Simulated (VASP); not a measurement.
# HfN (I4mm) in VASP: notebook, part 2 of 2

VASP 6.6.1.

## Step 3: Single point, PBE (mode 4 frozen in at -0.019 Å and mode 6 at +0.000 Å (largest displacements))

Input file INCAR:

```
  ALGO = Normal
  EDIFF = 1E-6
  ENCUT = 520
  GGA = PE
  ISIF = 2
  ISMEAR = 0
  LASPH = T
  LCHARG = F
  LREAL = F
  LWAVE = F
  NBANDS = 14
  NELM = 60
  PREC = Accurate
  SIGMA = 0.15
```

Input file KPOINTS:

```
k-points
0
Gamma
  16 16 16
```

Input file POSCAR:

```
HfN
1.0
    0.0000000000      2.2738140414      2.2738140414
    2.2738140414      0.0000000000      2.2738140414
    2.2738140414      2.2738140414      0.0000000000
Hf N
1 1
Direct
   -0.0003347749      0.0003347749      0.0003347749
    0.5042659601      0.4957340399      0.4957340399
```

Potentials or basis: VASP PAW PBE potentials, release 64 (Hf_pv, N).

Run with:

```
cat potpaw_PBE.64/Hf_pv/POTCAR potpaw_PBE.64/N/POTCAR > POTCAR
mpirun -np 1 vasp_std > vasp.out
```

OUTCAR:

```text
EDIFF = 1E-6
   ENCUT = 520
   GGA = PE
   ISIF = 2
   ISMEAR = 0
   LASPH = T
   LREAL = F
   NELM = 60
   PREC = Accurate

 ion  position               nearest neighbor table
   1  1.000  0.000  0.000-   2 2.25   2 2.27   2 2.27   2 2.27   2 2.27   2 2.29
   2  0.504  0.496  0.496-   1 2.25   1 2.27   1 2.27   1 2.27   1 2.27   1 2.29

  LATTYP: Found a face centered cubic cell.
 ALAT       =     4.5476280828

  Lattice vectors:

 A1 = (   0.0000000000,   2.2738140414,   2.2738140414)
 A2 = (   2.2738140414,   0.0000000000,   2.2738140414)
 A3 = (   2.2738140414,   2.2738140414,   0.0000000000)

Analysis of symmetry for initial positions (statically):
=====================================================================
 Subroutine PRICEL returns:
 Original cell was already a primitive cell.

 Routine SETGRP: Setting up the symmetry group for a
 face centered cubic supercell.

 Subroutine GETGRP returns: Found  8 space group operations
 (whereof  8 operations were pure point group operations)
 out of a pool of 48 trial point group operations.

The static configuration has the point symmetry C_4v.

Analysis of symmetry for dynamics (positions and initial velocities):
=====================================================================
 Subroutine PRICEL returns:
 Original cell was already a primitive cell.

 Routine SETGRP: Setting up the symmetry group for a
 face centered cubic supercell.

 Subroutine GETGRP returns: Found  8 space group operations
 (whereof  8 operations were pure point group operations)
 out of a pool of 48 trial point group operations.

The dynamic configuration has the point symmetry C_4v.

 Subroutine INISYM returns: Found  8 space group operations
 (whereof  8 operations are pure point group operations),
 and found     1 'primitive' translations

----------------------------------------------------------------------------------------

                                     Primitive cell

  volume of cell :      23.5123

  direct lattice vectors                    reciprocal lattice vectors
     0.000000000  2.273814041  2.273814041    -0.219894851  0.219894851  0.219894851
     2.273814041  0.000000000  2.273814041     0.219894851 -0.219894851  0.219894851
     2.273814041  2.273814041  0.000000000     0.219894851  0.219894851 -0.219894851

  length of vectors
     3.215658656  3.215658656  3.215658656     0.380869054  0.380869054  0.380869054

  position of ions in fractional coordinates (direct lattice)
     0.999665225  0.000334775  0.000334775
     0.504265960  0.495734040  0.495734040

  ion indices of the primitive-cell ions
   primitive index   ion index
                 1           1
                 2           2

----------------------------------------------------------------------------------------

 KPOINTS: k-points

Automatic generation of k-mesh.
 Grid dimensions read from file:
 generate k-points for:   16   16   16

 Generating k-lattice:

  Cartesian coordinates                     Fractional coordinates (reciprocal lattice)
    -0.013743428  0.013743428  0.013743428     0.062500000  0.000000000  0.000000000
     0.013743428 -0.013743428  0.013743428     0.000000000  0.062500000  0.000000000
     0.013743428  0.013743428 -0.013743428     0.000000000  0.000000000  0.062500000

  Length of vectors
     0.023804316  0.023804316  0.023804316

  Shift w.r.t. Gamma in fractional coordinates (k-lattice)
     0.000000000  0.000000000  0.000000000

 Subroutine IBZKPT returns following result:
 ===========================================

 Found    349 irreducible k-points:

 Following reciprocal coordinates:
            Coordinates               Weight
  0.000000  0.000000  0.000000      1.000000
  0.062500  0.000000  0.000000      8.000000
  0.125000  0.000000  0.000000      8.000000
  0.187500  0.000000  0.000000      8.000000
  0.250000  0.000000  0.000000      8.000000
  0.312500  0.000000  0.000000      8.000000
[... 16 lines left out ...]
  0.000000  0.437500  0.062500      8.000000
  0.500000  0.062500  0.000000     16.000000
 [... further k-points ...]
   k-points           NKPTS =    349   k-points in BZ     NKDIM =    349   number of bands    NBANDS=     14
   number of dos      NEDOS =    301   number of ions     NIONS =      2
   total plane-waves  NPLWV =  13824
   dimension x,y,z NGX =    24 NGY =   24 NGZ =   24
   dimension x,y,z NGXF=    48 NGYF=   48 NGZF=   48
   ions per type =               1   1
   NGX,Y,Z   is equivalent  to a cutoff of  12.41, 12.41, 12.41 a.u.
   NGXF,Y,Z  is equivalent  to a cutoff of  24.82, 24.82, 24.82 a.u.
 SYSTEM =  unknown system
   PREC   = accura    normal or accurate (medium, high low for compatibility)
   ISTART =      0    job   : 0-new  1-cont  2-samecut
   ICHARG =      2    charge: 1-file 2-atom 10-const
   ISPIN  =      1    spin polarized calculation?
   LNONCOLLINEAR =      F non collinear calculations
   LSORBIT =      F    spin-orbit coupling
   LASPH  =      T    aspherical Exc in radial PAW
   ENCUT  =  520.0 eV  38.22 Ry    6.18 a.u.   5.98  5.98  5.98*2*pi/ulx,y,z
   NELM   =     60;   NELMIN=  2; NELMDL= -5     # of ELM steps
   EDIFF  = 0.1E-05   stopping-criterion for ELM
   LREAL  =      F    real-space projection
   EDIFFG = 0.1E-04   stopping-criterion for IOM
   NSW    =      0    number of steps for IOM
   IBRION =     -1    ionic relax: 0-MD 1-quasi-New 2-CG
   NFREE  =      0    steps in history (QN), initial steepest desc. (CG)
   ISIF   =      2    stress and relaxation
   ISYM   =      2    0-nonsym 1-usesym 2-fastsym
   POTIM  = 0.5000    time-step for ionic-motion
   TEBEG  =    0.0;   TEEND  =   0.0 temperature during run
   PSTRESS=    0.0 pullay stress
   NELECT =      15.0000    total number of electrons
   NUPDOWN=      -1.0000    fix difference up-down
   EMIN   =  10.00;   EMAX   =-10.00  energy-range for DOS
   EFERMI =   0.00;   METHOD = LEGACY
   ISMEAR =     0;   SIGMA  =   0.15  broadening in eV -4-tet -1-fermi 0-gaus
   EFERMI_NEDOS =   21; number of points for ismear=-14 and -15
   IALGO  =     38    algorithm
   IMIX   =      4    mixing-type and parameters
     AMIX     =   0.40;   BMIX     =  1.00
     AMIX_MAG =   1.60;   BMIX_MAG =  1.00
  volume/ion in A,a.u.               =      11.76        79.33
  Fermi-wavevector in a.u.,A,eV,Ry     =   1.409311  2.663212 27.023330  1.986159
  Thomas-Fermi vector in A             =   2.531380
   LORBIT       =      0    0 simple, 1 ext, 2 COOP (PROOUT), +10 PAW based schemes
   GGA     = PE    functional components
   LHFCALC =     F    Hartree Fock is set to
   AEXX    =    0.0000 exact exchange contribution
   IVDW    =     0    specifies the selected vdW correction
   LEPSILON=     F    determine dielectric tensor
   LRPA    =     F    only Hartree local field effects (RPA)
 non-spin polarized calculation
 Gauss-broadening in eV      SIGMA  =   0.15
  energy-cutoff  :      520.00
  volume of cell :       23.51
 maximum number of plane-waves:       648
   NGX = 11   NGY = 11   NGZ = 11

 number of electron      15.0000000 magnetization

 Free energy of the ion-electron system (eV)
  ---------------------------------------------------
  ext. energy  EPLUGINS =         0.00000000
  ---------------------------------------------------
  free energy    TOTEN  =       -21.75817413 eV

  energy without entropy =      -21.75167837  energy(sigma->0) =      -21.75492625

 E-fermi :   8.2159     XC(G=0): -12.6295

 val. band max:        8.2143141730   @ k =   0.0000   0.3750   0.1250
 cond. band min:       8.2305079156   @ k =   0.0625   0.0625   0.0000
 fundamental gap:      0.0161937426
 Fermi energy:         8.2159355117

 k-point     1 :       0.0000    0.0000    0.0000
  band No.  band energies     occupation
      1     -23.0193      2.00000
      2     -23.0187      2.00000
      3     -23.0187      2.00000
      4      -9.1829      2.00000
      5       5.1995      2.00000
      6       5.1995      2.00000
      7       5.1999      2.00000
      8       7.8752      1.99869
      9       7.8828      1.99831
     10       7.8828      1.99831
     11       9.8210      0.00000
     12      10.1326      0.00000
     13      10.1417      0.00000
     14      17.7270      0.00000
[... 375 lines left out ...]
 k-point    24 :       0.5000    0.0625    0.0000
  band No.  band energies     occupation
      1     -23.8909      2.00000
      2     -23.1205      2.00000
      3     -23.1084      2.00000
      4      -6.6395      2.00000
      5      -0.4329      2.00000
      6       2.1576      2.00000
      7       2.2016      2.00000
      8      10.9275      0.00000
      9      11.5419      0.00000
     10      11.8663      0.00000
     11      13.1654      0.00000
     12      16.5908      0.00000
     13      16.7975      0.00000
     14      19.6215      0.00000

 [... further k-points ...]
[... 5 lines left out ...]
  --------------------------------------------------------------------------------------
  -------------------------------------------------------------------------------------
  Total       -0.3149508     -0.3384932     -0.3384932     -0.0000000      0.0000000      0.0000000
  in kB      -21.4614221    -23.0656514    -23.0656514     -0.0000000      0.0000000      0.0000000
  external PRESSURE =     -22.5309083 kB  Pullay stress =       0.0000000 kB

 VOLUME and BASIS-vectors are now :
 -----------------------------------------------------------------------------
  energy-cutoff  :      520.00
  volume of cell :       23.51
      direct lattice vectors                 reciprocal lattice vectors
     0.000000000  2.273814041  2.273814041    -0.219894851  0.219894851  0.219894851
     2.273814041  0.000000000  2.273814041     0.219894851 -0.219894851  0.219894851
     2.273814041  2.273814041  0.000000000     0.219894851  0.219894851 -0.219894851

 POSITION                                       TOTAL-FORCE (eV/Angst)
 -----------------------------------------------------------------------------------
      0.00152      2.27381      2.27381        -0.228508      0.000000      0.000000
      2.25441      2.27381      2.27381         0.228508      0.000000      0.000000
 -----------------------------------------------------------------------------------
    total drift:                               -0.000078      0.000000      0.000000

  FREE ENERGIE OF THE ION-ELECTRON SYSTEM (eV)
  ---------------------------------------------------
  free  energy   TOTEN  =       -21.7581741315 eV

  energy  without entropy=      -21.7516783725  energy(sigma->0) =      -21.75492625
```

Run time: 27 s. Hardware: 1 thread of Intel Xeon 6975P-C (Granite Rapids), shared host; peak memory 0.24 GiB.

What came out:

| Quantity | Value |
| --- | --- |
| Free energy | -21.7582 eV |
| Pressure | -2.3 GPa |
| Largest force | 0.229 eV/Å |

Forces on the atoms (eV/Å):
```
Hf  -0.229  0.000  0.000
N    0.229  0.000  0.000
```

Caveat: the cell differs from its parent crystal (mode 4 frozen in at -0.019 Å and mode 6 at +0.000 Å (largest displacements)); spin-orbit coupling is left out, which moves the levels of the heavy elements.
